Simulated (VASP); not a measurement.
# Ca (P6_3/mmc) in VASP: a series of runs

Ca is run at these levels: PBE; tasks: single point.

All numbers are computed with VASP 6.6.1; they aren't measurements. Logs are shortened: lines on timing, memory, paths and dates and some standing lists are left out, and cuts for length are marked.

## (1) The cell of the first run

Symmetry: P6_3/mmc, No. 194, hexagonal system. The conventional cell has a = 3.432 Å, b = 3.432 Å, c = 11.290 Å, α = 90.00°, β = 90.00°, γ = 120.00°. Within 4.5 Å of Ca (site symmetry -3m) lie 12 Ca at 3.43 to 3.45 Å. Within 4.5 Å of Ca (site symmetry -6m2) lie 12 Ca at 3.43 to 3.45 Å.

## (2) Single point, PBE (volume scaled by 0.68)

The input, INCAR:

```
PREC = Accurate
ENCUT = 520
EDIFF = 1E-6
ISMEAR = -1
SIGMA = 0.1
LREAL = False
LASPH = True
NELM = 100
ALGO = Normal
ISIF = 2
LWAVE = False
LCHARG = True
GGA = PE
LELF = True
LVHAR = True
NBANDS = 28
```

The input, KPOINTS:

```
Automatic mesh
0
Gamma
  7 7 4
```

The input, POSCAR:

```
Ca
1.0
    3.4317394451      0.0000000000      0.0000000000
   -1.7158697226      2.9719735386      0.0000000000
    0.0000000000      0.0000000000     11.2896495824
Ca
4
Direct
    0.0000000000      0.0000000000      0.0000000000
    0.0000000000      0.0000000000      0.5000000000
    0.3333333333      0.6666666667      0.2500000000
    0.6666666667      0.3333333333      0.7500000000
```

Potentials or basis: VASP PAW PBE potentials, release 64 (Ca_sv).

Command:

```console
$ cat potpaw_PBE.64/Ca_sv/POTCAR > POTCAR
$ mpirun -np 1 vasp_std > vasp.out
```

OUTCAR:

```text
PREC = Accurate
   ENCUT = 520
   EDIFF = 1E-6
   ISMEAR = -1
   LREAL = False
   LASPH = True
   NELM = 100
   ISIF = 2
   GGA = PE

 ion  position               nearest neighbor table
   1  0.000  0.000  0.000-
   2  0.000  0.000  0.500-
   3  0.333  0.667  0.250-
   4  0.667  0.333  0.750-

  LATTYP: Found a hexagonal cell.
 ALAT       =     3.4317394451
 C/A-ratio  =     3.2897746939

  Lattice vectors:

 A1 = (   3.4317394451,   0.0000000000,   0.0000000000)
 A2 = (  -1.7158697226,   2.9719735386,   0.0000000000)
 A3 = (   0.0000000000,   0.0000000000,  11.2896495824)

Analysis of symmetry for initial positions (statically):
=====================================================================
 Subroutine PRICEL returns:
 Original cell was already a primitive cell.

 Routine SETGRP: Setting up the symmetry group for a
 hexagonal supercell.

 Subroutine GETGRP returns: Found 24 space group operations
 (whereof 12 operations were pure point group operations)
 out of a pool of 24 trial point group operations.

The static configuration has the point symmetry D_3d.
 The point group associated with its full space group is D_6h.

Analysis of symmetry for dynamics (positions and initial velocities):
=====================================================================
 Subroutine PRICEL returns:
 Original cell was already a primitive cell.

 Routine SETGRP: Setting up the symmetry group for a
 hexagonal supercell.

 Subroutine GETGRP returns: Found 24 space group operations
 (whereof 12 operations were pure point group operations)
 out of a pool of 24 trial point group operations.

The dynamic configuration has the point symmetry D_3d.
 The point group associated with its full space group is D_6h.

 Subroutine INISYM returns: Found 24 space group operations
 (whereof 12 operations are pure point group operations),
 and found     1 'primitive' translations

----------------------------------------------------------------------------------------

                                     Primitive cell

  volume of cell :     115.1436

  direct lattice vectors                    reciprocal lattice vectors
     3.431739445  0.000000000  0.000000000     0.291397414  0.168238375  0.000000000
    -1.715869723  2.971973539  0.000000000     0.000000000  0.336476751  0.000000000
     0.000000000  0.000000000 11.289649582     0.000000000  0.000000000  0.088576708

  length of vectors
     3.431739445  3.431739445 11.289649582     0.336476751  0.336476751  0.088576708

  position of ions in fractional coordinates (direct lattice)
     0.000000000  0.000000000  0.000000000
     0.000000000  0.000000000  0.500000000
     0.333333333  0.666666667  0.250000000
     0.666666667  0.333333333  0.750000000

  ion indices of the primitive-cell ions
   primitive index   ion index
                 1           1
                 2           2
                 3           3
                 4           4

----------------------------------------------------------------------------------------

 KPOINTS: Automatic mesh

Automatic generation of k-mesh.
 Grid dimensions read from file:
 generate k-points for:    7    7    4

 Generating k-lattice:

  Cartesian coordinates                     Fractional coordinates (reciprocal lattice)
     0.041628202  0.024034054  0.000000000     0.142857143 -0.000000000  0.000000000
     0.000000000  0.048068107  0.000000000     0.000000000  0.142857143  0.000000000
     0.000000000  0.000000000  0.022144177     0.000000000  0.000000000  0.250000000

  Length of vectors
     0.048068107  0.048068107  0.022144177

  Shift w.r.t. Gamma in fractional coordinates (k-lattice)
     0.000000000  0.000000000  0.000000000

 Subroutine IBZKPT returns following result:
 ===========================================

 Found     24 irreducible k-points:

 Following reciprocal coordinates:
            Coordinates               Weight
  0.000000  0.000000  0.000000      1.000000
  0.142857  0.000000  0.000000      6.000000
  0.285714  0.000000  0.000000      6.000000
  0.428571 -0.000000  0.000000      6.000000
  0.142857  0.142857  0.000000      6.000000
  0.285714  0.142857  0.000000     12.000000
[... 16 lines left out ...]
  0.428571  0.142857  0.500000      6.000000
  0.285714  0.285714  0.500000      6.000000
   k-points           NKPTS =     24   k-points in BZ     NKDIM =     24   number of bands    NBANDS=     28
   number of dos      NEDOS =    301   number of ions     NIONS =      4
   total plane-waves  NPLWV =  65856
   dimension x,y,z NGX =    28 NGY =   28 NGZ =   84
   dimension x,y,z NGXF=    56 NGYF=   56 NGZF=  168
   ions per type =               4
   NGX,Y,Z   is equivalent  to a cutoff of  13.56, 13.56, 12.37 a.u.
   NGXF,Y,Z  is equivalent  to a cutoff of  27.13, 27.13, 24.74 a.u.
 SYSTEM =  unknown system
   PREC   = accura    normal or accurate (medium, high low for compatibility)
   ISTART =      0    job   : 0-new  1-cont  2-samecut
   ICHARG =      2    charge: 1-file 2-atom 10-const
   ISPIN  =      1    spin polarized calculation?
   LNONCOLLINEAR =      F non collinear calculations
   LSORBIT =      F    spin-orbit coupling
   LASPH  =      T    aspherical Exc in radial PAW
   ENCUT  =  520.0 eV  38.22 Ry    6.18 a.u.   6.38  6.38 20.99*2*pi/ulx,y,z
   NELM   =    100;   NELMIN=  2; NELMDL= -5     # of ELM steps
   EDIFF  = 0.1E-05   stopping-criterion for ELM
   LREAL  =      F    real-space projection
   EDIFFG = 0.1E-04   stopping-criterion for IOM
   NSW    =      0    number of steps for IOM
   IBRION =     -1    ionic relax: 0-MD 1-quasi-New 2-CG
   NFREE  =      0    steps in history (QN), initial steepest desc. (CG)
   ISIF   =      2    stress and relaxation
   ISYM   =      2    0-nonsym 1-usesym 2-fastsym
   POTIM  = 0.5000    time-step for ionic-motion
   TEBEG  =    0.0;   TEEND  =   0.0 temperature during run
   PSTRESS=    0.0 pullay stress
   NELECT =      40.0000    total number of electrons
   NUPDOWN=      -1.0000    fix difference up-down
   EMIN   =  10.00;   EMAX   =-10.00  energy-range for DOS
   EFERMI =   0.00;   METHOD = LEGACY
   ISMEAR =    -1;   SIGMA  =   0.10  broadening in eV -4-tet -1-fermi 0-gaus
   EFERMI_NEDOS =   21; number of points for ismear=-14 and -15
   IALGO  =     38    algorithm
   IMIX   =      4    mixing-type and parameters
     AMIX     =   0.40;   BMIX     =  1.00
     AMIX_MAG =   1.60;   BMIX_MAG =  1.00
  volume/ion in A,a.u.               =      28.79       194.26
  Fermi-wavevector in a.u.,A,eV,Ry     =   1.150840  2.174772 18.019999  1.324433
  Thomas-Fermi vector in A             =   2.287501
   LORBIT       =      0    0 simple, 1 ext, 2 COOP (PROOUT), +10 PAW based schemes
   GGA     = PE    functional components
   LHFCALC =     F    Hartree Fock is set to
   AEXX    =    0.0000 exact exchange contribution
   IVDW    =     0    specifies the selected vdW correction
   LEPSILON=     F    determine dielectric tensor
   LRPA    =     F    only Hartree local field effects (RPA)
 non-spin polarized calculation
  energy-cutoff  :      520.00
  volume of cell :      115.14
 maximum number of plane-waves:      3132
 NGX is ok and might be reduce to    28
   NGX = 13   NGY = 13   NGZ = 41

 number of electron      39.9999997 magnetization

 Free energy of the ion-electron system (eV)
  ---------------------------------------------------
  ext. energy  EPLUGINS =         0.00000000
  ---------------------------------------------------
  free energy    TOTEN  =        -6.20567608 eV

  energy without entropy =       -6.07122098  energy(sigma->0) =       -6.13844853

 E-fermi :   3.7557     XC(G=0):  -9.0202

 val. band max:        3.7530458191   @ k =   0.2857   0.0000   0.0000
 cond. band min:       3.7811310526   @ k =   0.2857   0.2857   0.0000
 fundamental gap:      0.0280852334
 Fermi energy:         3.7556630720

 k-point     1 :       0.0000    0.0000    0.0000
  band No.  band energies     occupation
      1     -37.4714      2.00000
      2     -37.4366      2.00000
      3     -37.4333      2.00000
      4     -37.3982      2.00000
      5     -18.7585      2.00000
      6     -18.5099      2.00000
[... 20 lines left out ...]
     27       6.4733      0.00000
     28       6.4864      0.00000

 k-point     2 :       0.1429    0.0000    0.0000
  band No.  band energies     occupation
      1     -37.4586      2.00000
      2     -37.4270      2.00000
      3     -37.4237      2.00000
      4     -37.3919      2.00000
      5     -18.7244      2.00000
      6     -18.5235      2.00000
[... 20 lines left out ...]
     27       6.6453      0.00000
     28       6.7062      0.00000

 k-point     3 :       0.2857    0.0000    0.0000
  band No.  band energies     occupation
      1     -37.4282      2.00000
      2     -37.4053      2.00000
      3     -37.4020      2.00000
      4     -37.3789      2.00000
      5     -18.6514      2.00000
      6     -18.6257      2.00000
[... 20 lines left out ...]
     27       6.3401      0.00000
     28       6.3707      0.00000

 k-point     4 :       0.4286   -0.0000    0.0000
  band No.  band energies     occupation
      1     -37.4003      2.00000
      2     -37.3878      2.00000
      3     -37.3845      2.00000
      4     -37.3719      2.00000
      5     -18.7496      2.00000
      6     -18.7384      2.00000
[... 578 lines left out ...]
     27       5.8703      0.00000
     28       5.8703      0.00000

 k-point    23 :       0.4286    0.1429    0.5000
  band No.  band energies     occupation
      1     -37.3882      2.00000
      2     -37.3882      2.00000
      3     -37.3744      2.00000
      4     -37.3744      2.00000
      5     -18.7208      2.00000
      6     -18.7208      2.00000
[... 20 lines left out ...]
     27       5.6943      0.00000
     28       5.6943      0.00000

 k-point    24 :       0.2857    0.2857    0.5000
  band No.  band energies     occupation
      1     -37.3841      2.00000
      2     -37.3841      2.00000
      3     -37.3742      2.00000
      4     -37.3742      2.00000
      5     -18.6651      2.00000
      6     -18.6651      2.00000
[... 20 lines left out ...]
     27       5.2742      0.00000
     28       5.2742      0.00000

------------------------ aborting loop because EDIFF is reached ----------------------------------------

  FORCE on cell =-STRESS in cart. coord.  units (eV):
  Direction    XX          YY          ZZ          XY          YZ          ZX
  --------------------------------------------------------------------------------------
  -------------------------------------------------------------------------------------
  Total        8.6479761      8.6479761      8.8138373     -0.0000000      0.0000000     -0.0000000
  in kB      120.3331698    120.3331698    122.6410622     -0.0000000      0.0000000     -0.0000000
  external PRESSURE =     121.1024673 kB  Pullay stress =       0.0000000 kB

 VOLUME and BASIS-vectors are now :
 -----------------------------------------------------------------------------
  energy-cutoff  :      520.00
  volume of cell :      115.14
      direct lattice vectors                 reciprocal lattice vectors
     3.431739445  0.000000000  0.000000000     0.291397414  0.168238375  0.000000000
    -1.715869723  2.971973539  0.000000000     0.000000000  0.336476751  0.000000000
     0.000000000  0.000000000 11.289649582     0.000000000  0.000000000  0.088576708

 POSITION                                       TOTAL-FORCE (eV/Angst)
 -----------------------------------------------------------------------------------
      0.00000      0.00000      0.00000        -0.000000      0.000000     -0.000000
      0.00000      0.00000      5.64482        -0.000000      0.000000     -0.000000
     -0.00000      1.98132      2.82241         0.000000      0.000000      0.000000
      1.71587      0.99066      8.46724        -0.000000     -0.000000     -0.000000
 -----------------------------------------------------------------------------------
    total drift:                                0.000000     -0.000000      0.000000

  FREE ENERGIE OF THE ION-ELECTRON SYSTEM (eV)
  ---------------------------------------------------
  free  energy   TOTEN  =        -6.2056760843 eV

  energy  without entropy=       -6.0712209796  energy(sigma->0) =       -6.13844853
```

It took 48 s on 1 thread of Intel Xeon Platinum 8488C (Sapphire Rapids), shared host; peak memory 0.27 GiB.

Results:

| Quantity | Value |
| --- | --- |
| Free energy | -6.2057 eV |
| Pressure | 12.1 GPa |
| Band gap on the k mesh | zero (band 20 reaches 3.78 eV, above the bottom of band 21 at 3.73 eV) |

Stress tensor (GPa, compression positive):
```
12.03  0.00  0.00
 0.00 12.03  0.00
 0.00  0.00 12.26
```

Caveat: the cell differs from its parent crystal (volume scaled by 0.68).

## (3) Single point, PBE (volume scaled by 0.68)

The input, INCAR:

```
SYSTEM = Ca
  PREC = Accurate
  ENCUT = 520
  EDIFF = 1E-6
  ISMEAR = -1
  SIGMA = 0.1
  LREAL = .FALSE.
  LASPH = .TRUE.
  NELM = 100
  ALGO = Normal
  ISIF = 2
  LWAVE = .FALSE.
  LCHARG = .FALSE.
  GGA = PE
  NBANDS = 28
```

The input, KPOINTS:

```
regular mesh
0
G
  7 7 4
  0 0 0
```

POSCAR is that of step 2.

Potentials or basis: VASP PAW PBE potentials, release 64 (Ca_sv).

Command:

```console
$ cat potpaw_PBE.64/Ca_sv/POTCAR > POTCAR
$ mpirun -np 1 vasp_std > vasp.out
```

Wall time 46 s (1 thread of Intel Xeon Platinum 8488C (Sapphire Rapids), shared host); peak memory 0.26 GiB.

Results (log left out):

| Item | Value |
| --- | --- |
| Free energy | -6.2057 eV |
| Pressure | 12.1 GPa |
| Band gap on the k mesh | zero (band 20 reaches 3.78 eV, above the bottom of band 21 at 3.73 eV) |

Stress tensor (GPa, compression positive):
```
12.03  0.00  0.00
 0.00 12.03  0.00
 0.00  0.00 12.26
```

Levels at points of the mesh, in eV from the Fermi level:
```csv
k point,band 18,band 19,band 20,band 21,band 22,band 23
"(0.00, 0.00, 0.00)",-3.28,-3.28,-1.23,0.35,1.56,1.58
"(0.00, 0.00, 0.50)",-4.28,-1.99,-1.99,0.79,0.79,2.36
```

Caveat: the cell differs from its parent crystal (volume scaled by 0.68).

## (4) Single point, PBE

This run uses another cell than the first one, of 42.33 Å³/atom, 1.471 times its volume.

The input, INCAR:

```
SYSTEM = Ca
PREC     = Accurate       ! precision mode
ENCUT    = 520            ! plane-wave cutoff, eV
EDIFF    = 1E-6           ! SCF threshold, eV
ISMEAR   = -1             ! smearing method
SIGMA    = 0.1            ! smearing width, eV
LREAL    = .False.        ! projectors in reciprocal space
LASPH    = .True.         ! aspherical terms in the spheres
NELM     = 60             ! most SCF steps
ALGO     = Normal         ! electronic algorithm
ISIF     = 2              ! what is computed and relaxed
LWAVE    = .False.        ! write WAVECAR
LCHARG   = .False.        ! write CHGCAR
GGA      = PE             ! functional
NBANDS   = 28             ! bands
```

The input, KPOINTS:

```
regular mesh
0
Gamma
  7 7 4
  0 0 0
```

The input, POSCAR:

```
Ca
1.0
    3.9025157909      0.0000000000      0.0000000000
   -1.9512578955      3.3796778136      0.0000000000
    0.0000000000      0.0000000000     12.8383976913
Ca
4
Direct
    0.0000000000      0.0000000000      0.0000000000
    0.0000000000      0.0000000000      0.5000000000
    0.3333333333      0.6666666667      0.2500000000
    0.6666666667      0.3333333333      0.7500000000
```

Command:

```console
$ cat potpaw_PBE.64/Ca_sv/POTCAR > POTCAR
$ mpirun -np 1 vasp_std > vasp.out
```

Run time: 67 s. Hardware: 1 thread of Intel Xeon Platinum 8488C (Sapphire Rapids), shared host; peak memory 0.31 GiB.

The run converged. Its results:

```yaml
Free_energy: -7.8003 eV
Pressure: 0.0 GPa
Band_gap_on_the_k_mesh: zero (band 20 reaches 2.11 eV, above the bottom of band 21 at 1.76 eV)
```

Levels at points of the mesh, in eV from the Fermi level:
| k point | band 18 | band 19 | band 20 | band 21 | band 22 | band 23 |
| --- | --- | --- | --- | --- | --- | --- |
| (0.00, 0.00, 0.00) | -3.04 | -3.04 | -1.04 | -0.22 | 1.37 | 1.38 |
| (0.00, 0.00, 0.50) | -3.79 | -1.95 | -1.95 | 0.54 | 0.54 | 2.02 |
